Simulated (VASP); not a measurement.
# In (Pm-3m) in VASP: notebook

The runs below take In through relaxation of cell and atoms, with PBEsol.

Everything below comes from runs of VASP 6.6.1. Logs are shortened: lines on timing, memory, paths and dates and some standing lists are left out, and cuts for length are marked.

### 1 The cell of the first run

The structure is cubic, space group Pm-3m (No. 221). The conventional cell has a = 3.060 Å, b = 3.060 Å, c = 3.060 Å, α = 90.00°, β = 90.00°, γ = 90.00°. Within 4.0 Å of In (site symmetry m-3m) lie 6 In at 3.06 Å.

### 2 Relaxation of cell and atoms, PBEsol

Input file INCAR:

```
SYSTEM = In
PREC     = Accurate       ! precision mode
ENCUT    = 600            ! plane-wave cutoff, eV
EDIFF    = 1E-6           ! SCF threshold, eV
ISMEAR   = 0              ! smearing method
SIGMA    = 0.1            ! smearing width, eV
LREAL    = .FALSE.        ! projectors in reciprocal space
LASPH    = .TRUE.         ! aspherical terms in the spheres
NELM     = 100            ! most SCF steps
ALGO     = Normal         ! electronic algorithm
ISIF     = 3              ! what is computed and relaxed
LWAVE    = .FALSE.        ! write WAVECAR
LCHARG   = .FALSE.        ! write CHGCAR
GGA      = PS             ! functional
IBRION   = 2              ! ionic algorithm
NSW      = 80             ! ionic steps
EDIFFG   = -0.03          ! ionic threshold
```

Input file KPOINTS:

```
regular mesh
0
G
  13 13 13
  0 0 0
```

Input file POSCAR:

```
In
1.0
    3.0600000000      0.0000000000      0.0000000000
    0.0000000000      3.0600000000      0.0000000000
    0.0000000000      0.0000000000      3.0600000000
In
1
Direct
    0.0000000000      0.0000000000      0.0000000000
```

Potentials or basis: VASP PAW PBE potentials, release 64 (In_d).

Launch:

```bash
cat potpaw_PBE.64/In_d/POTCAR > POTCAR
mpirun -np 1 vasp_std > vasp.out
```

OUTCAR:

```text
SYSTEM = In
   PREC = Accurate
   ENCUT = 600
   EDIFF = 1E-6
   ISMEAR = 0
   LREAL = .FALSE.
   LASPH = .TRUE.
   NELM = 100
   ISIF = 3
   GGA = PS
   IBRION = 2
   NSW = 80
   EDIFFG = -0.03

 ion  position               nearest neighbor table
   1  0.000  0.000  0.000-

  LATTYP: Found a simple cubic cell.
 ALAT       =     3.0600000000

  Lattice vectors:

 A1 = (   3.0600000000,   0.0000000000,   0.0000000000)
 A2 = (   0.0000000000,   3.0600000000,   0.0000000000)
 A3 = (   0.0000000000,   0.0000000000,   3.0600000000)

Analysis of symmetry for initial positions (statically):
=====================================================================
 Subroutine PRICEL returns:
 Original cell was already a primitive cell.

 Routine SETGRP: Setting up the symmetry group for a
 simple cubic supercell.

 Subroutine GETGRP returns: Found 48 space group operations
 (whereof 48 operations were pure point group operations)
 out of a pool of 48 trial point group operations.

The static configuration has the point symmetry O_h .

Analysis of symmetry for dynamics (positions and initial velocities):
=====================================================================
 Subroutine PRICEL returns:
 Original cell was already a primitive cell.

 Routine SETGRP: Setting up the symmetry group for a
 simple cubic supercell.

 Subroutine GETGRP returns: Found 48 space group operations
 (whereof 48 operations were pure point group operations)
 out of a pool of 48 trial point group operations.

The dynamic configuration has the point symmetry O_h .

 Subroutine INISYM returns: Found 48 space group operations
 (whereof 48 operations are pure point group operations),
 and found     1 'primitive' translations

----------------------------------------------------------------------------------------

                                     Primitive cell

  volume of cell :      28.6526

  direct lattice vectors                    reciprocal lattice vectors
     3.060000000  0.000000000  0.000000000     0.326797386  0.000000000  0.000000000
     0.000000000  3.060000000  0.000000000     0.000000000  0.326797386  0.000000000
     0.000000000  0.000000000  3.060000000     0.000000000  0.000000000  0.326797386

  length of vectors
     3.060000000  3.060000000  3.060000000     0.326797386  0.326797386  0.326797386

  position of ions in fractional coordinates (direct lattice)
     0.000000000  0.000000000  0.000000000

  ion indices of the primitive-cell ions
   primitive index   ion index
                 1           1

----------------------------------------------------------------------------------------

 KPOINTS: regular mesh

Automatic generation of k-mesh.
 Grid dimensions read from file:
 generate k-points for:   13   13   13

 Generating k-lattice:

  Cartesian coordinates                     Fractional coordinates (reciprocal lattice)
     0.025138260  0.000000000  0.000000000     0.076923077  0.000000000  0.000000000
     0.000000000  0.025138260  0.000000000     0.000000000  0.076923077  0.000000000
     0.000000000  0.000000000  0.025138260     0.000000000  0.000000000  0.076923077

  Length of vectors
     0.025138260  0.025138260  0.025138260

  Shift w.r.t. Gamma in fractional coordinates (k-lattice)
     0.000000000  0.000000000  0.000000000

 Subroutine IBZKPT returns following result:
 ===========================================

 Found     84 irreducible k-points:

 Following reciprocal coordinates:
            Coordinates               Weight
  0.000000  0.000000  0.000000      1.000000
  0.076923  0.000000  0.000000      6.000000
  0.153846  0.000000  0.000000      6.000000
  0.230769  0.000000  0.000000      6.000000
  0.307692  0.000000  0.000000      6.000000
  0.384615  0.000000  0.000000      6.000000
[... 16 lines left out ...]
  0.307692  0.307692  0.000000     12.000000
  0.384615  0.307692  0.000000     24.000000
 [... further k-points ...]
   k-points           NKPTS =     84   k-points in BZ     NKDIM =     84   number of bands    NBANDS=     10
   number of dos      NEDOS =    301   number of ions     NIONS =      1
   total plane-waves  NPLWV =  13824
   dimension x,y,z NGX =    24 NGY =   24 NGZ =   24
   dimension x,y,z NGXF=    48 NGYF=   48 NGZF=   48
   ions per type =               1
   NGX,Y,Z   is equivalent  to a cutoff of  13.04, 13.04, 13.04 a.u.
   NGXF,Y,Z  is equivalent  to a cutoff of  26.08, 26.08, 26.08 a.u.
 SYSTEM =  In
   PREC   = accura    normal or accurate (medium, high low for compatibility)
   ISTART =      0    job   : 0-new  1-cont  2-samecut
   ICHARG =      2    charge: 1-file 2-atom 10-const
   ISPIN  =      1    spin polarized calculation?
   LNONCOLLINEAR =      F non collinear calculations
   LSORBIT =      F    spin-orbit coupling
   LASPH  =      T    aspherical Exc in radial PAW
   ENCUT  =  600.0 eV  44.10 Ry    6.64 a.u.   6.11  6.11  6.11*2*pi/ulx,y,z
   NELM   =    100;   NELMIN=  2; NELMDL= -5     # of ELM steps
   EDIFF  = 0.1E-05   stopping-criterion for ELM
   LREAL  =      F    real-space projection
   EDIFFG = -.3E-01   stopping-criterion for IOM
   NSW    =     80    number of steps for IOM
   IBRION =      2    ionic relax: 0-MD 1-quasi-New 2-CG
   NFREE  =      1    steps in history (QN), initial steepest desc. (CG)
   ISIF   =      3    stress and relaxation
   ISYM   =      2    0-nonsym 1-usesym 2-fastsym
   POTIM  = 0.5000    time-step for ionic-motion
   TEBEG  =    0.0;   TEEND  =   0.0 temperature during run
   PSTRESS=    0.0 pullay stress
   NELECT =      13.0000    total number of electrons
   NUPDOWN=      -1.0000    fix difference up-down
   EMIN   =  10.00;   EMAX   =-10.00  energy-range for DOS
   EFERMI =   0.00;   METHOD = LEGACY
   ISMEAR =     0;   SIGMA  =   0.10  broadening in eV -4-tet -1-fermi 0-gaus
   EFERMI_NEDOS =   21; number of points for ismear=-14 and -15
   IALGO  =     38    algorithm
   IMIX   =      4    mixing-type and parameters
     AMIX     =   0.40;   BMIX     =  1.00
     AMIX_MAG =   1.60;   BMIX_MAG =  1.00
  volume/ion in A,a.u.               =      28.65       193.36
  Fermi-wavevector in a.u.,A,eV,Ry     =   1.257963  2.377205 21.530823  1.582471
  Thomas-Fermi vector in A             =   2.391596
   LORBIT       =      0    0 simple, 1 ext, 2 COOP (PROOUT), +10 PAW based schemes
   GGA     = PS    functional components
   LHFCALC =     F    Hartree Fock is set to
   AEXX    =    0.0000 exact exchange contribution
   IVDW    =     0    specifies the selected vdW correction
   LEPSILON=     F    determine dielectric tensor
   LRPA    =     F    only Hartree local field effects (RPA)
 conjugate gradient relaxation of ions
 non-spin polarized calculation
 Gauss-broadening in eV      SIGMA  =   0.10
  energy-cutoff  :      600.00
  volume of cell :       28.65
 maximum number of plane-waves:       970
   NGX = 13   NGY = 13   NGZ = 13

--------------------------------------- Ionic step        1  -------------------------------------------

 number of electron      12.9999991 magnetization

 Free energy of the ion-electron system (eV)
  ---------------------------------------------------
  ext. energy  EPLUGINS =         0.00000000
  ---------------------------------------------------
  free energy    TOTEN  =        -2.87061922 eV

  energy without entropy =       -2.86559969  energy(sigma->0) =       -2.86810946

 E-fermi :   6.1987     XC(G=0):  -9.9068

 val. band max:        6.1737707897   @ k =   0.3846   0.3846   0.0000
 cond. band min:       6.2168022455   @ k =   0.3077   0.0769   0.0000
 fundamental gap:      0.0430314558
 Fermi energy:         6.1987125083

 k-point     1 :       0.0000    0.0000    0.0000
  band No.  band energies     occupation
      1      -8.6704      2.00000
      2      -8.6704      2.00000
      3      -7.9622      2.00000
      4      -7.9622      2.00000
      5      -7.9622      2.00000
      6      -2.8056      2.00000
      7      13.4310      0.00000
      8      13.4310      0.00000
      9      13.4310      0.00000
     10      16.6462      0.00000
[... 287 lines left out ...]
 k-point    24 :       0.3846    0.3077    0.0000
  band No.  band energies     occupation
      1      -8.4553      2.00000
      2      -8.3329      2.00000
      3      -8.1156      2.00000
      4      -8.0743      2.00000
      5      -7.9901      2.00000
      6       1.2440      2.00000
      7       5.8532      2.00000
      8       8.5446      0.00000
      9      13.4256      0.00000
     10      17.6371      0.00000

 [... further k-points ...]

------------------------ aborting loop because EDIFF is reached ----------------------------------------

  FORCE on cell =-STRESS in cart. coord.  units (eV):
  Direction    XX          YY          ZZ          XY          YZ          ZX
  --------------------------------------------------------------------------------------
  -------------------------------------------------------------------------------------
  Total       -0.3046234     -0.3046234     -0.3046234      0.0000000      0.0000000     -0.0000000
  in kB      -17.0337245    -17.0337245    -17.0337245      0.0000000      0.0000000     -0.0000000
  external PRESSURE =     -17.0337245 kB  Pullay stress =       0.0000000 kB

 VOLUME and BASIS-vectors are now :
 -----------------------------------------------------------------------------
  energy-cutoff  :      600.00
  volume of cell :       28.65
      direct lattice vectors                 reciprocal lattice vectors
     3.060000000  0.000000000  0.000000000     0.326797386  0.000000000  0.000000000
     0.000000000  3.060000000  0.000000000     0.000000000  0.326797386  0.000000000
     0.000000000  0.000000000  3.060000000     0.000000000  0.000000000  0.326797386

 POSITION                                       TOTAL-FORCE (eV/Angst)
 -----------------------------------------------------------------------------------
      0.00000      0.00000      0.00000         0.000000      0.000000      0.000000
 -----------------------------------------------------------------------------------
    total drift:                               -0.000000     -0.000000     -0.000000

  FREE ENERGIE OF THE ION-ELECTRON SYSTEM (eV)
  ---------------------------------------------------
  free  energy   TOTEN  =        -2.8706192182 eV

  energy  without entropy=       -2.8655996943  energy(sigma->0) =       -2.86810946

--------------------------------------- Ionic step        2  -------------------------------------------

 number of electron      13.0000014 magnetization

 Free energy of the ion-electron system (eV)
  ---------------------------------------------------
  ext. energy  EPLUGINS =         0.00000000
  ---------------------------------------------------
  free energy    TOTEN  =        -2.87814209 eV

  energy without entropy =       -2.87366428  energy(sigma->0) =       -2.87590318

 E-fermi :   6.6523     XC(G=0): -10.1131

 val. band max:        6.6482693232   @ k =   0.4615   0.4615   0.0769
 cond. band min:       6.6760702508   @ k =   0.3077   0.0769   0.0000
 fundamental gap:      0.0278009276
 Fermi energy:         6.6523423394

 k-point     1 :       0.0000    0.0000    0.0000
  band No.  band energies     occupation
      1      -8.2971      2.00000
      2      -8.2971      2.00000
      3      -7.5051      2.00000
      4      -7.5051      2.00000
      5      -7.5051      2.00000
      6      -2.6193      2.00000
      7      14.1138      0.00000
      8      14.1138      0.00000
      9      14.1138      0.00000
     10      17.3927      0.00000
[... 287 lines left out ...]
 k-point    24 :       0.3846    0.3077    0.0000
  band No.  band energies     occupation
      1      -8.0595      2.00000
      2      -7.9253      2.00000
      3      -7.6774      2.00000
      4      -7.6310      2.00000
      5      -7.5408      2.00000
      6       1.6039      2.00000
      7       6.2866      2.00000
      8       9.1266      0.00000
      9      14.0387      0.00000
     10      18.5531      0.00000

 [... further k-points ...]

------------------------ aborting loop because EDIFF is reached ----------------------------------------

  FORCE on cell =-STRESS in cart. coord.  units (eV):
  Direction    XX          YY          ZZ          XY          YZ          ZX
  --------------------------------------------------------------------------------------
  -------------------------------------------------------------------------------------
  Total       -0.0171662     -0.0171662     -0.0171662     -0.0000000     -0.0000000      0.0000000
  in kB       -1.0034821     -1.0034821     -1.0034821     -0.0000000     -0.0000000      0.0000000
  external PRESSURE =      -1.0034821 kB  Pullay stress =       0.0000000 kB

 VOLUME and BASIS-vectors are now :
 -----------------------------------------------------------------------------
  energy-cutoff  :      600.00
  volume of cell :       27.41
      direct lattice vectors                 reciprocal lattice vectors
     3.015030720 -0.000000000 -0.000000000     0.331671579 -0.000000000 -0.000000000
     0.000000000  3.015030720 -0.000000000     0.000000000  0.331671579 -0.000000000
     0.000000000  0.000000000  3.015030720     0.000000000  0.000000000  0.331671579

 POSITION                                       TOTAL-FORCE (eV/Angst)
 -----------------------------------------------------------------------------------
      0.00000      0.00000      0.00000         0.000000     -0.000000      0.000000
 -----------------------------------------------------------------------------------
    total drift:                                0.000000      0.000000     -0.000000

  FREE ENERGIE OF THE ION-ELECTRON SYSTEM (eV)
  ---------------------------------------------------
  free  energy   TOTEN  =        -2.8781420902 eV

  energy  without entropy=       -2.8736642752  energy(sigma->0) =       -2.87590318

 reached required accuracy - stopping structural energy minimisation
```

It used 20 s of CPU time on 1 thread of AMD EPYC 9R45 (Zen 5), with other jobs on the host.

What came out:

- Free energy: -2.8781 eV
- Relaxed volume: 27.41 Å³/atom
- Relaxed cell: a = 3.015 Å, b = 3.015 Å, c = 3.015 Å, α = 90.00°, β = 90.00°, γ = 90.00°
- Space group after relaxing (to 0.05 Å): Pm-3m (No. 221)
- Energy gained by relaxing: 7.5 meV/atom
- Ionic steps: 2
- Pressure after relaxing: -0.1 GPa

The path:
```csv
step,energy change (eV),largest force (eV/Å),pressure (GPa),volume (Å³)
1,0.0000,0.0000,-1.70,28.65
2,-0.0075,0.0000,-0.10,27.41
```

Final structure:
```xyz
1
Lattice="3.0150 0.0000 0.0000 0.0000 3.0150 0.0000 0.0000 0.0000 3.0150" Properties=species:S:1:pos:R:3 pbc="T T T"
In    0.0000    0.0000    0.0000
```

Caveat: the PAW data sets were made with another functional, which shifts forces and pressure a little; spin-orbit coupling is left out, which moves the levels of the heavy elements.

(Continued in part 2 of 2.)
